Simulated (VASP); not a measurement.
# Pr2F (P6/mmm) in VASP: a series of runs

Runs on Pr2F. Level: PBE. Tasks: single point.

Program: VASP 6.6.1. These are calculated values, not measurements. Logs are shortened: lines on timing, memory, paths and dates and some standing lists are left out, and cuts for length are marked.

### Step 1. The cell of the first run

The structure is hexagonal, space group P6/mmm (No. 191). Conventional cell: a = 3.356 Å, b = 3.356 Å, c = 6.952 Å, α = 90.00°, β = 90.00°, γ = 120.00°. Within 2.4 Å of Pr (site symmetry 6mm) lie 1 F at 1.78 Å. F (site symmetry 6/mmm) has 2 Pr at 1.78 Å within 2.4 Å.

The cell was built from a structure type or drawn by symmetry, and may not be a known phase.

### Step 2. Single point, PBE

The input, INCAR:

```
  ALGO = Normal
  EDIFF = 1E-6
  ENCUT = 520
  GGA = PE
  ISIF = 2
  ISMEAR = 0
  LASPH = T
  LCHARG = T
  LELF = T
  LREAL = F
  LVHAR = T
  LWAVE = F
  NBANDS = 24
  NELM = 60
  PREC = Accurate
  SIGMA = 0.1
```

The input, KPOINTS:

```
k-points
0
Gamma
  6 6 4
```

The input, POSCAR:

```
Pr2F
1.0
    3.3555371300      0.0000000000      0.0000000000
   -1.6777685600      2.9059803900      0.0000000000
    0.0000000000      0.0000000000      6.9516222300
Pr F
2 1
Direct
    0.0000000000      0.0000000000      0.7565577200
    0.0000000000      0.0000000000      0.2434422800
    0.0000000000      0.0000000000      0.5000000000
```

Potentials or basis: VASP PAW PBE potentials, release 64 (Pr, F).

Started as:

```console
cat potpaw_PBE.64/Pr/POTCAR potpaw_PBE.64/F/POTCAR > POTCAR
mpirun -np 1 vasp_std > vasp.out
```

OUTCAR:

```text
EDIFF = 1E-6
   ENCUT = 520
   GGA = PE
   ISIF = 2
   ISMEAR = 0
   LASPH = T
   LREAL = F
   NELM = 60
   PREC = Accurate

 ion  position               nearest neighbor table
   1  0.000  0.000  0.757-   3 1.78   2 3.38
   2  0.000  0.000  0.243-   3 1.78   1 3.38
   3  0.000  0.000  0.500-   1 1.78   2 1.78

  LATTYP: Found a hexagonal cell.
 ALAT       =     3.3555371300
 C/A-ratio  =     2.0716868748

  Lattice vectors:

 A1 = (   3.3555371300,   0.0000000000,   0.0000000000)
 A2 = (  -1.6777685600,   2.9059803900,   0.0000000000)
 A3 = (   0.0000000000,   0.0000000000,   6.9516222300)

Analysis of symmetry for initial positions (statically):
=====================================================================
 Subroutine PRICEL returns:
 Original cell was already a primitive cell.

 Routine SETGRP: Setting up the symmetry group for a
 hexagonal supercell.

 Subroutine GETGRP returns: Found 24 space group operations
 (whereof 24 operations were pure point group operations)
 out of a pool of 24 trial point group operations.

The static configuration has the point symmetry D_6h.

Analysis of symmetry for dynamics (positions and initial velocities):
=====================================================================
 Subroutine PRICEL returns:
 Original cell was already a primitive cell.

 Routine SETGRP: Setting up the symmetry group for a
 hexagonal supercell.

 Subroutine GETGRP returns: Found 24 space group operations
 (whereof 24 operations were pure point group operations)
 out of a pool of 24 trial point group operations.

The dynamic configuration has the point symmetry D_6h.

 Subroutine INISYM returns: Found 24 space group operations
 (whereof 24 operations are pure point group operations),
 and found     1 'primitive' translations

----------------------------------------------------------------------------------------

                                     Primitive cell

  volume of cell :      67.7861

  direct lattice vectors                    reciprocal lattice vectors
     3.355537130  0.000000000  0.000000000     0.298014881  0.172058972  0.000000000
    -1.677768560  2.905980390  0.000000000     0.000000000  0.344117945  0.000000000
     0.000000000  0.000000000  6.951622230     0.000000000  0.000000000  0.143851315

  length of vectors
     3.355537130  3.355537121  6.951622230     0.344117944  0.344117945  0.143851315

  position of ions in fractional coordinates (direct lattice)
     0.000000000  0.000000000  0.756557720
     0.000000000  0.000000000  0.243442280
     0.000000000  0.000000000  0.500000000

  ion indices of the primitive-cell ions
   primitive index   ion index
                 1           1
                 2           2
                 3           3

----------------------------------------------------------------------------------------

 KPOINTS: k-points

Automatic generation of k-mesh.
 Grid dimensions read from file:
 generate k-points for:    6    6    4

 Generating k-lattice:

  Cartesian coordinates                     Fractional coordinates (reciprocal lattice)
     0.049669147  0.028676495  0.000000000     0.166666667  0.000000000  0.000000000
     0.000000000  0.057352991  0.000000000     0.000000000  0.166666667  0.000000000
     0.000000000  0.000000000  0.035962829     0.000000000  0.000000000  0.250000000

  Length of vectors
     0.057352991  0.057352991  0.035962829

  Shift w.r.t. Gamma in fractional coordinates (k-lattice)
     0.000000000  0.000000000  0.000000000

 Subroutine IBZKPT returns following result:
 ===========================================

 Found     21 irreducible k-points:

 Following reciprocal coordinates:
            Coordinates               Weight
  0.000000  0.000000  0.000000      1.000000
  0.166667  0.000000  0.000000      6.000000
  0.333333  0.000000  0.000000      6.000000
  0.500000  0.000000  0.000000      3.000000
  0.166667  0.166667  0.000000      6.000000
  0.333333  0.166667  0.000000     12.000000
[... 13 lines left out ...]
  0.333333  0.166667  0.500000     12.000000
  0.333333  0.333333  0.500000      2.000000
   k-points           NKPTS =     21   k-points in BZ     NKDIM =     21   number of bands    NBANDS=     24
   number of dos      NEDOS =    301   number of ions     NIONS =      3
   total plane-waves  NPLWV =  42336
   dimension x,y,z NGX =    28 NGY =   28 NGZ =   54
   dimension x,y,z NGXF=    56 NGYF=   56 NGZF=  108
   ions per type =               2   1
   NGX,Y,Z   is equivalent  to a cutoff of  13.87, 13.87, 12.91 a.u.
   NGXF,Y,Z  is equivalent  to a cutoff of  27.74, 27.74, 25.83 a.u.
 SYSTEM =  unknown system
   PREC   = accura    normal or accurate (medium, high low for compatibility)
   ISTART =      0    job   : 0-new  1-cont  2-samecut
   ICHARG =      2    charge: 1-file 2-atom 10-const
   ISPIN  =      1    spin polarized calculation?
   LNONCOLLINEAR =      F non collinear calculations
[... 51 lines left out ...]
 fundamental gap:      0.0058001715
 Fermi energy:         7.1546263043

 k-point     1 :       0.0000    0.0000    0.0000
  band No.  band energies     occupation
      1     -29.8746      2.00000
      2     -29.0722      2.00000
      3     -23.2751      2.00000
      4     -13.6315      2.00000
      5     -10.1072      2.00000
      6     -10.1072      2.00000
[... 16 lines left out ...]
     23       7.4975      0.00000
     24       7.6918      0.00000

 k-point     2 :       0.1667    0.0000    0.0000
  band No.  band energies     occupation
      1     -29.8174      2.00000
      2     -29.0080      2.00000
      3     -23.2438      2.00000
      4     -13.5892      2.00000
      5     -10.6349      2.00000
      6     -10.2563      2.00000
[... 16 lines left out ...]
     23       7.4622      0.00001
     24       7.6230      0.00000

 k-point     3 :       0.3333    0.0000    0.0000
  band No.  band energies     occupation
      1     -29.7004      2.00000
      2     -28.8758      2.00000
      3     -23.1789      2.00000
      4     -13.5013      2.00000
      5     -11.5698      2.00000
      6     -11.1771      2.00000
[... 16 lines left out ...]
     23       7.5065      0.00000
     24       7.5574      0.00000

 k-point     4 :       0.5000    0.0000    0.0000
  band No.  band energies     occupation
      1     -29.6404      2.00000
      2     -28.8078      2.00000
      3     -23.1451      2.00000
      4     -13.4546      2.00000
      5     -11.9938      2.00000
      6     -11.5976      2.00000
[... 16 lines left out ...]
     23       7.5791      0.00000
     24       7.5850      0.00000

 k-point     5 :       0.1667    0.1667    0.0000
  band No.  band energies     occupation
      1     -29.7300      2.00000
      2     -28.9094      2.00000
      3     -23.1954      2.00000
      4     -13.5239      2.00000
      5     -11.2560      2.00000
      6     -10.8674      2.00000
[... 16 lines left out ...]
     23       7.4664      0.00001
     24       7.5347      0.00000

 k-point     6 :       0.3333    0.1667    0.0000
  band No.  band energies     occupation
      1     -29.6407      2.00000
      2     -28.8081      2.00000
      3     -23.1453      2.00000
      4     -13.4553      2.00000
      5     -11.7738      2.00000
      6     -11.3807      2.00000
[... 16 lines left out ...]
     23       7.5454      0.00000
     24       7.5672      0.00000
[... 298 lines left out ...]
 k-point    18 :       0.5000    0.0000    0.5000
  band No.  band energies     occupation
      1     -29.6055      2.00000
      2     -28.8600      2.00000
      3     -23.0889      2.00000
      4     -13.7847      2.00000
      5     -11.9078      2.00000
      6     -11.6956      2.00000
[... 16 lines left out ...]
     23       7.5310      0.00000
     24       7.5807      0.00000

 k-point    19 :       0.1667    0.1667    0.5000
  band No.  band energies     occupation
      1     -29.6939      2.00000
      2     -28.9631      2.00000
      3     -23.1376      2.00000
      4     -13.8708      2.00000
      5     -11.1839      2.00000
      6     -10.9491      2.00000
[... 16 lines left out ...]
     23       7.4861      0.00000
     24       7.4889      0.00000

 k-point    20 :       0.3333    0.1667    0.5000
  band No.  band energies     occupation
      1     -29.6058      2.00000
      2     -28.8603      2.00000
      3     -23.0891      2.00000
      4     -13.7856      2.00000
      5     -11.6920      2.00000
      6     -11.4738      2.00000
[... 16 lines left out ...]
     23       7.5132      0.00000
     24       7.5701      0.00000

 k-point    21 :       0.3333    0.3333    0.5000
  band No.  band energies     occupation
      1     -29.5762      2.00000
      2     -28.8256      2.00000
      3     -23.0726      2.00000
      4     -13.7567      2.00000
      5     -11.3870      2.00000
      6     -11.3870      2.00000
[... 16 lines left out ...]
     23       7.5913      0.00000
     24       7.6432      0.00000

------------------------ aborting loop because EDIFF is reached ----------------------------------------

  FORCE on cell =-STRESS in cart. coord.  units (eV):
  Direction    XX          YY          ZZ          XY          YZ          ZX
  --------------------------------------------------------------------------------------
  -------------------------------------------------------------------------------------
  Total        0.1056077      0.1056077     41.8867260      0.0000000      0.0000000      0.0000000
  in kB        2.4961191      2.4961191    990.0248752      0.0000000      0.0000000      0.0000000
  external PRESSURE =     331.6723711 kB  Pullay stress =       0.0000000 kB

 VOLUME and BASIS-vectors are now :
 -----------------------------------------------------------------------------
  energy-cutoff  :      520.00
  volume of cell :       67.79
      direct lattice vectors                 reciprocal lattice vectors
     3.355537130  0.000000000  0.000000000     0.298014881  0.172058972  0.000000000
    -1.677768560  2.905980390  0.000000000     0.000000000  0.344117945  0.000000000
     0.000000000  0.000000000  6.951622230     0.000000000  0.000000000  0.143851315

 POSITION                                       TOTAL-FORCE (eV/Angst)
 -----------------------------------------------------------------------------------
      0.00000      0.00000      5.25930        -0.000000     -0.000000     12.863739
      0.00000      0.00000      1.69232         0.000000      0.000000    -12.863739
      0.00000      0.00000      3.47581         0.000000      0.000000      0.000000
 -----------------------------------------------------------------------------------
    total drift:                               -0.000000     -0.000000      0.000000

  FREE ENERGIE OF THE ION-ELECTRON SYSTEM (eV)
  ---------------------------------------------------
  free  energy   TOTEN  =       -11.7201999218 eV

  energy  without entropy=      -11.6134267880  energy(sigma->0) =      -11.66681335
```

Run time: 2.8 min. Hardware: 1 thread of Oxide Virtual Turin-like, shared host; peak memory 0.17 GiB.

Results:

| Item | Value |
| --- | --- |
| Free energy | -11.7202 eV |
| Pressure | 33.2 GPa |
| Largest force | 12.864 eV/Å |
| Band gap on the k mesh | zero (an odd number of electrons rules out a gap without spin polarisation) |

Forces on the atoms (eV/Å):
```
Pr    0.000   0.000  12.864
Pr    0.000   0.000 -12.864
F     0.000   0.000   0.000
```

Levels at points of the mesh, in eV from the Fermi level:
```tsv
k point	band 13	band 14	band 15	band 16	band 17	band 18	band 19	band 20	band 21	band 22
(0.00, 0.00, 0.00)	-3.27	-0.91	-0.44	-0.26	-0.20	0.13	0.13	0.26	0.26	0.34
(0.50, 0.00, 0.00)	-1.94	-0.94	-0.84	-0.18	0.00	0.16	0.19	0.22	0.27	0.37
(0.00, 0.00, 0.50)	-2.82	-2.24	-0.23	-0.23	0.03	0.12	0.17	0.17	0.21	0.21
(0.50, 0.00, 0.50)	-1.63	-1.39	-1.12	-0.02	0.06	0.11	0.11	0.24	0.25	0.36
```

Caveat: the k points lie up to 0.36 Å⁻¹ apart, too coarse for converged energies and pressures of a metal; spin-orbit coupling is left out, which moves the levels of the heavy elements; an odd number of electrons without spin polarisation forces a metal; a magnetic or distorted state may lie lower; the run has no spin polarisation, though such a crystal can be magnetic; semilocal functionals describe open f shells poorly, which spoils levels, moments and volumes. Spin polarisation is off, so any magnetic state and its effect on volume and gap are missing.

### Step 3. Single point, PBE

This run uses another cell than the first one, of 30.83 Å³/atom.

The input, INCAR:

```
SYSTEM = Pr2F
PREC     = Accurate       ! precision mode
ENCUT    = 520            ! plane-wave cutoff, eV
EDIFF    = 1E-7           ! SCF threshold, eV
ISMEAR   = 0              ! smearing method
SIGMA    = 0.1            ! smearing width, eV
LREAL    = .FALSE.        ! projectors in reciprocal space
LASPH    = .TRUE.         ! aspherical terms in the spheres
NELM     = 60             ! most SCF steps
ALGO     = Normal         ! electronic algorithm
ISIF     = 2              ! what is computed and relaxed
LWAVE    = .FALSE.        ! write WAVECAR
LCHARG   = .TRUE.         ! write CHGCAR
GGA      = PE             ! functional
LELF     = .TRUE.         ! ELF
LVHAR    = .TRUE.       
NBANDS   = 24             ! bands
```

The input, KPOINTS:

```
regular mesh
0
G
  6 6 4
  0 0 0
```

The input, POSCAR:

```
Pr2F
1.0
    3.6351673634     -0.0000000031      0.0000000000
   -1.8175836790      3.1481472853      0.0000000000
    0.0000000000      0.0000000000      8.0813030556
Pr F
2 1
Direct
    0.0000000000      0.0000000000      0.7829958248
    0.0000000000      0.0000000000      0.2170041752
    0.0000000000      0.0000000000      0.5000000000
```

Potentials or basis: VASP PAW PBE potentials, release 64 (Pr, F).

Started as:

```console
cat potpaw_PBE.64/Pr/POTCAR potpaw_PBE.64/F/POTCAR > POTCAR
mpirun -np 1 vasp_std > vasp.out
```

Wall time 4.9 min (1 thread of Oxide Virtual Turin-like, shared host); peak memory 0.2 GiB.

The run converged. Its results:

```yaml
Free_energy: -15.5374 eV
Pressure: -5.2 GPa
Largest_force: 0.235 eV/Å
Band_gap_on_the_k_mesh: zero (an odd number of electrons rules out a gap without spin polarisation)
```

Forces in eV/Å, atoms in the order of the input:
```
Pr   0.000  0.000  0.235
Pr   0.000  0.000 -0.235
F    0.000  0.000  0.000
```

Stress tensor (GPa, compression positive):
```
-4.91  0.00  0.00
 0.00 -4.91  0.00
 0.00  0.00 -5.85
```

Levels at points of the mesh, in eV from the Fermi level:
```
           k point  band 14  band 15  band 16  band 17  band 18  band 19
(0.00, 0.00, 0.00)    -1.53    -0.16    -0.14    -0.11     0.11     0.11
(0.50, 0.00, 0.00)    -0.63    -0.60    -0.06     0.09     0.12     0.13
(0.00, 0.00, 0.50)    -1.86    -0.13    -0.11    -0.07     0.10     0.11
(0.50, 0.00, 0.50)    -0.76    -0.74    -0.02     0.08     0.10     0.12
```

Caveat: the cell stands under tension; spin-orbit coupling is left out, which moves the levels of the heavy elements; an odd number of electrons without spin polarisation forces a metal; a magnetic or distorted state may lie lower; the run has no spin polarisation, though such a crystal can be magnetic; semilocal functionals describe open f shells poorly, which spoils levels, moments and volumes.

### Step 4. Single point, PBE

This run uses another cell than the first one, of 29.99 Å³/atom.

The input, INCAR:

```
PREC = Accurate
ENCUT = 520
EDIFF = 1E-6
ISMEAR = 0
SIGMA = 0.1
LREAL = F
LASPH = T
NELM = 80
ALGO = Normal
ISIF = 2
LWAVE = F
LCHARG = F
GGA = PE
NBANDS = 24
```

The input, KPOINTS:

```
Automatic mesh
0
Gamma
  12 12 6
```

The input, POSCAR:

```
Pr2F
1.0
    3.6038821311      0.0000000000      0.0000000000
   -1.8019410655      3.1210534778      0.0000000000
    0.0000000000      0.0000000000      7.9984819942
Pr F
2 1
Direct
    0.0000000000      0.0000000000      0.7865264974
    0.0000000000      0.0000000000      0.2134735026
    0.0000000000      0.0000000000      0.5000000000
```

Started as:

```console
cat potpaw_PBE.64/Pr/POTCAR potpaw_PBE.64/F/POTCAR > POTCAR
mpirun -np 1 vasp_std > vasp.out
```

Run time: 15 min. Hardware: 1 thread of Oxide Virtual Turin-like, shared host; peak memory 0.28 GiB.

It converged, with:

* Free energy: -15.6239 eV
* Pressure: -5.3 GPa
* Largest force: 0.265 eV/Å
* Band gap on the k mesh: zero (an odd number of electrons rules out a gap without spin polarisation)

Forces on the atoms (eV/Å):
```
Pr   0.000  0.000  0.265
Pr   0.000  0.000 -0.265
F    0.000  0.000  0.000
```

Stress tensor (GPa, compression positive):
```
-4.79  0.00  0.00
 0.00 -4.79  0.00
 0.00  0.00 -6.27
```

Levels at points of the mesh, in eV from the Fermi level:
```csv
k point,band 12,band 13,band 14,band 15,band 16,band 17,band 18,band 19,band 20,band 21
"(0.00, 0.00, 0.00)",-5.90,-2.70,-1.51,-0.19,-0.15,-0.12,0.11,0.11,0.17,0.17
"(0.50, 0.00, 0.00)",-6.03,-1.26,-0.71,-0.63,-0.07,0.10,0.13,0.13,0.15,0.19
"(0.00, 0.00, 0.50)",-5.90,-2.49,-1.84,-0.15,-0.12,-0.09,0.11,0.11,0.12,0.16
"(0.50, 0.00, 0.50)",-6.02,-1.17,-0.86,-0.77,-0.03,0.08,0.12,0.12,0.14,0.16
```

Caveat: the cell stands under tension; spin-orbit coupling is left out, which moves the levels of the heavy elements; an odd number of electrons without spin polarisation forces a metal; a magnetic or distorted state may lie lower; the run has no spin polarisation, though such a crystal can be magnetic; semilocal functionals describe open f shells poorly, which spoils levels, moments and volumes.

### Step 5. Summary

```csv
cell,k mesh,gap on the mesh (eV),pressure (GPa),largest force (eV/Å)
"a = 3.356, b = 3.356, c = 6.952 Å, angles 90.0, 90.0, 120.0°, 3 atoms, atomic positions A",6 × 6 × 4,none,33.2,12.86
"a = 3.635, b = 3.635, c = 8.081 Å, angles 90.0, 90.0, 120.0°, 3 atoms, atomic positions B",6 × 6 × 4,none,-5.2,0.23
"a = 3.604, b = 3.604, c = 7.998 Å, angles 90.0, 90.0, 120.0°, 3 atoms, atomic positions B",12 × 12 × 6,none,-5.3,0.26
```

Alike in all rows: task single point; level PBE; potentials or basis VASP PAW PBE potentials, release 64 (Pr, F); no spin polarisation; cutoff (eV) 520; smearing gaussian 0.1 eV.

Caveats: some runs use coarse meshes; spin-orbit coupling is left out, which moves the levels of the heavy elements; an odd number of electrons without spin polarisation forces a metal; a magnetic or distorted state may lie lower; the run has no spin polarisation, though such a crystal can be magnetic; semilocal functionals describe open f shells poorly, which spoils levels, moments and volumes; the cell stands under tension (at least some runs).

Total energies depend on the potentials used, so only differences within one code and one set of settings carry meaning.
